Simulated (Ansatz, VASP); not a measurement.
**Two plane-wave programs on CaSe**

```
Ca Se
1.0
     0.00000    2.93477    2.93477
     2.93477    0.00000    2.93477
     2.93477    2.93477    0.00000
Ca Se
1 1
Cartesian
  0.0000 0.0000 0.0000
  2.9348 2.9348 2.9348
```

Alike in both runs: functional PBE; dispersion D3(BJ); k mesh 7 × 7 × 7; occupations fermi-dirac, width 0.02 eV; no spin polarisation.

Ansatz relaxed the structure, and its values are those at the end. VASP's run is a single point on that final structure, the one shown.

|  | VASP | Ansatz |
| --- | --- | --- |
| version | VASP 6.6.1 | Ansatz 0.2.0 |
| potentials or method | VASP PAW PBE potentials, release 64 (Ca_sv, Se), cutoff 520 eV | PAW with Ansatz's default frozen-core files, scalar-relativistic |
| valence electrons in the cell | 16 | 26 |

```csv
,VASP,Ansatz,Ansatz less VASP
pressure (GPa),0.2,0.0,-0.20
```

VASP's potentials hold 16 valence electrons a cell and Ansatz's 26, so a difference there can come from the potentials and not from the codes.
